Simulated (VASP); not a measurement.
# Ca (Im-3m) in VASP: notebook, part 2 of 2

VASP 6.6.1. Earlier steps stand in the parts before.

## (4) Relaxation of cell and atoms, PBE, target pressure 32 GPa, at which the enthalpy is minimised

INCAR reads:

```
SYSTEM = Ca
  ALGO = Normal
  EDIFF = 1E-6
  EDIFFG = -0.005
  ENCUT = 600
  GGA = PE
  IBRION = 2
  ISIF = 3
  ISMEAR = -1
  LASPH = .TRUE.
  LCHARG = .FALSE.
  LREAL = .FALSE.
  LWAVE = .FALSE.
  NELM = 60
  NSW = 32
  PREC = Accurate
  PSTRESS = 320.0
  SIGMA = 0.05
```

KPOINTS reads:

```
k-points
0
G
  15 15 15
  0 0 0
```

POSCAR reads:

```
Ca
1.0
   -1.7460500663      1.7460500663      1.7460500663
    1.7460500663     -1.7460500663      1.7460500663
    1.7460500663      1.7460500663     -1.7460500663
Ca
1
Direct
    0.0000000000      0.0000000000      0.0000000000
```

Potentials or basis: VASP PAW PBE potentials, release 64 (Ca_sv).

The run is started by

```sh
> cat potpaw_PBE.64/Ca_sv/POTCAR > POTCAR
> mpirun -np 1 vasp_std > vasp.out
```

OUTCAR:

```text
SYSTEM = Ca
   EDIFF = 1E-6
   EDIFFG = -0.005
   ENCUT = 600
   GGA = PE
   IBRION = 2
   ISIF = 3
   ISMEAR = -1
   LASPH = .TRUE.
   LREAL = .FALSE.
   NELM = 60
   NSW = 32
   PREC = Accurate
   PSTRESS = 320.0

 ion  position               nearest neighbor table
   1  0.000  0.000  0.000-

  LATTYP: Found a body centered cubic cell.
 ALAT       =     3.4921001326

  Lattice vectors:

 A1 = (  -1.7460500663,   1.7460500663,   1.7460500663)
 A2 = (   1.7460500663,  -1.7460500663,   1.7460500663)
 A3 = (   1.7460500663,   1.7460500663,  -1.7460500663)

Analysis of symmetry for initial positions (statically):
=====================================================================
 Subroutine PRICEL returns:
 Original cell was already a primitive cell.

 Routine SETGRP: Setting up the symmetry group for a
 body centered cubic supercell.

 Subroutine GETGRP returns: Found 48 space group operations
 (whereof 48 operations were pure point group operations)
 out of a pool of 48 trial point group operations.

The static configuration has the point symmetry O_h .

Analysis of symmetry for dynamics (positions and initial velocities):
=====================================================================
 Subroutine PRICEL returns:
 Original cell was already a primitive cell.

 Routine SETGRP: Setting up the symmetry group for a
 body centered cubic supercell.

 Subroutine GETGRP returns: Found 48 space group operations
 (whereof 48 operations were pure point group operations)
 out of a pool of 48 trial point group operations.

The dynamic configuration has the point symmetry O_h .

 Subroutine INISYM returns: Found 48 space group operations
 (whereof 48 operations are pure point group operations),
 and found     1 'primitive' translations

----------------------------------------------------------------------------------------

                                     Primitive cell

[... 121 lines left out ...]
  energy-cutoff  :      600.00
  volume of cell :       21.29
 maximum number of plane-waves:       722
   NGX = 13   NGY = 13   NGZ = 13

--------------------------------------- Ionic step        1  -------------------------------------------

 number of electron      10.0000000 magnetization

 number of electron       9.9999998 magnetization

 Free energy of the ion-electron system (eV)
  ---------------------------------------------------
  ext. energy  EPLUGINS =         0.00000000
  ---------------------------------------------------
  free energy    TOTEN  =        -0.60991478 eV

  energy without entropy =       -0.60429495  energy(sigma->0) =       -0.60710486

------------------------ aborting loop because EDIFF is reached ----------------------------------------

  FORCE on cell =-STRESS in cart. coord.  units (eV):
  Direction    XX          YY          ZZ          XY          YZ          ZX
  --------------------------------------------------------------------------------------
  -------------------------------------------------------------------------------------
  Total        4.2648960      4.2648960      4.2648960      0.0000000      0.0000000      0.0000000
  in kB      320.9142154    320.9142154    320.9142154      0.0000000      0.0000000      0.0000000
  external PRESSURE =       0.9142154 kB  Pullay stress =     320.0000000 kB
[... 61 lines left out ...]
--------------------------------------- Ionic step        3  -------------------------------------------

 number of electron       9.9999998 magnetization

 Free energy of the ion-electron system (eV)
  ---------------------------------------------------
  ext. energy  EPLUGINS =         0.00000000
  ---------------------------------------------------
  free energy    TOTEN  =        -0.61462330 eV

  energy without entropy =       -0.60899647  energy(sigma->0) =       -0.61180989

 E-fermi :   5.3757     XC(G=0): -10.2030

 val. band max:        5.3555662434   @ k =  -0.4667   0.4667   0.2667
 cond. band min:       5.3869139036   @ k =  -0.3333   0.4000   0.2667
 fundamental gap:      0.0313476602
 Fermi energy:         5.3757276677

 k-point     1 :       0.0000    0.0000    0.0000
  band No.  band energies     occupation
      1     -35.3383      2.00000
      2     -15.7364      2.00000
      3     -15.7364      2.00000
      4     -15.7364      2.00000
      5       0.7145      2.00000
      6       8.6645      0.00000
      7       8.6645      0.00000
      8       8.6645      0.00000
      9      10.6848      0.00000
[... 265 lines left out ...]
 k-point    24 :       0.4000    0.2000    0.0000
  band No.  band energies     occupation
      1     -35.0583      2.00000
      2     -16.8415      2.00000
      3     -16.3011      2.00000
      4     -15.8653      2.00000
      5       4.8981      1.99986
      6       6.5789      0.00000
      7       6.7004      0.00000
      8      10.6773      0.00000
      9      11.5053      0.00000

 [... further k-points ...]

------------------------ aborting loop because EDIFF is reached ----------------------------------------

  FORCE on cell =-STRESS in cart. coord.  units (eV):
  Direction    XX          YY          ZZ          XY          YZ          ZX
  --------------------------------------------------------------------------------------
  -------------------------------------------------------------------------------------
  Total        4.2549050      4.2549050      4.2549050     -0.0000000     -0.0000000     -0.0000000
  in kB      319.8087796    319.8087796    319.8087796     -0.0000000     -0.0000000     -0.0000000
  external PRESSURE =      -0.1912204 kB  Pullay stress =     320.0000000 kB
[... 20 lines left out ...]
  energy  without entropy=       -0.6089964714  energy(sigma->0) =       -0.61180989

  enthalpy is  TOTEN    =         3.6428257535 eV   P V=        4.2574490560

 reached required accuracy - stopping structural energy minimisation
```

Wall time 27 s (1 thread of Intel Xeon 6975P-C, shared host); peak memory 0.16 GiB.

Results:

```yaml
Free_energy: -0.6146 eV
Relaxed_volume: 21.32 Å³/atom
Relaxed_cell: a = 3.025 Å, b = 3.025 Å, c = 3.025 Å, α = 109.47°, β = 109.47°, γ = 109.47°
Space_group_after_relaxing_to_0.05_Å: Im-3m (No. 229)
Energy_change_on_relaxing_the_enthalpy_is_what_falls: -4.7 meV/atom
Ionic_steps: 3
Pressure_after_relaxing: 32.0 GPa
Band_gap_on_the_k_mesh: zero (band 5 reaches 6.12 eV, above the bottom of band 6 at 4.28 eV)
```

Step by step:
| step | energy change (eV) | largest force (eV/Å) | pressure (GPa) | volume (Å³) |
| --- | --- | --- | --- | --- |
| 1 | 0.0000 | 0.0000 | 32.09 | 21.29 |
| 2 | -0.0075 | 0.0000 | 31.95 | 21.33 |
| 3 | -0.0047 | 0.0000 | 31.98 | 21.32 |

Final structure:
```
Ca
1.0
    -1.74669    1.74669    1.74669
     1.74669   -1.74669    1.74669
     1.74669    1.74669   -1.74669
Ca
1
Direct
  0.00000 0.00000 0.00000
```

Levels at points of the mesh, in eV from the Fermi level:
| k point | band 3 | band 4 | band 5 | band 6 | band 7 | band 8 |
| --- | --- | --- | --- | --- | --- | --- |
| (0.00, 0.00, 0.00) | -21.11 | -21.11 | -4.66 | 3.29 | 3.29 | 3.29 |

Caveat: the cell is relaxed towards a set pressure, so the enthalpy falls and the energy may rise.

## (5) Relaxation of cell and atoms, PBE, target pressure 32 GPa, at which the enthalpy is minimised

This run uses another cell than the first one, of 21.55 Å³/atom, 1.012 times its volume.

INCAR reads:

```
PREC = Accurate ; ENCUT = 600
EDIFF = 1E-6 ; ISMEAR = -1
SIGMA = 0.05 ; LREAL = F
LASPH = T ; NELM = 100
ALGO = Normal ; ISIF = 3
LWAVE = F ; LCHARG = F
GGA = PE ; IBRION = 2
NSW = 60 ; EDIFFG = -0.005
PSTRESS = 320.0
```

KPOINTS reads:

```
regular mesh
0
Gamma
  15 15 15
```

POSCAR reads:

```
Ca
1.0
   -1.7530668129      1.7530668129      1.7530668129
    1.7530668129     -1.7530668129      1.7530668129
    1.7530668129      1.7530668129     -1.7530668129
Ca
1
Direct
    0.0000000000      0.0000000000      0.0000000000
```

The run is started by

```sh
> cat potpaw_PBE.64/Ca_sv/POTCAR > POTCAR
> mpirun -np 1 vasp_std > vasp.out
```

Wall time 34 s (1 thread of Intel Xeon 6975P-C, shared host); peak memory 0.16 GiB.

Results (log left out):

```yaml
Free_energy: -0.6152 eV
Relaxed_volume: 21.32 Å³/atom
Relaxed_cell: a = 3.025 Å, b = 3.025 Å, c = 3.025 Å, α = 109.47°, β = 109.47°, γ = 109.47°
Space_group_after_relaxing_to_0.05_Å: Im-3m (No. 229)
Energy_change_on_relaxing_the_enthalpy_is_what_falls: +45.5 meV/atom
Ionic_steps: 3
Pressure_after_relaxing: 32.0 GPa
Band_gap_on_the_k_mesh: zero (band 5 reaches 6.12 eV, above the bottom of band 6 at 4.28 eV)
```

Step by step:
```
step  energy change (eV)  largest force (eV/Å)  pressure (GPa)  volume (Å³)
   1              0.0000                0.0000           30.99        21.55
   2              0.0836                0.0000           32.83        21.13
   3              0.0455                0.0000           32.00        21.32
```

Final structure:
```
Ca
1.0
    -1.74677    1.74677    1.74677
     1.74677   -1.74677    1.74677
     1.74677    1.74677   -1.74677
Ca
1
Direct
  0.00000 0.00000 0.00000
```

Levels at points of the mesh, in eV from the Fermi level:
```csv
k point,band 1,band 2,band 3,band 4,band 5,band 6,band 7,band 8,band 9
"(0.00, 0.00, 0.00)",-40.71,-21.11,-21.11,-21.11,-4.66,3.29,3.29,3.29,5.31
```

Caveat: the cell is relaxed towards a set pressure, so the enthalpy falls and the energy may rise.

## (6) The runs side by side

| task | cell | cutoff (eV) | gap on the mesh (eV) | pressure (GPa) |
| --- | --- | --- | --- | --- |
| single point | a = 3.024 Å, angles 109.5°, 1 atom | 520 | none | 32.1 |
| relaxation of cell and atoms | relaxed to 32 GPa from a = 3.024 Å, angles 109.5°, 1 atom | 600 | none | 32.0 |
| relaxation of cell and atoms | relaxed to 32 GPa from a = 3.036 Å, angles 109.5°, 1 atom | 600 | none | 32.0 |

Alike in all rows: level PBE; potentials or basis VASP PAW PBE potentials, release 64 (Ca_sv); no spin polarisation; k mesh 15 × 15 × 15; smearing fermi-dirac 0.05 eV.

Caveats: the cell is relaxed towards a set pressure, so the enthalpy falls and the energy may rise (some runs).

Total energies depend on the potentials used, so only differences within one code and one set of settings carry meaning.
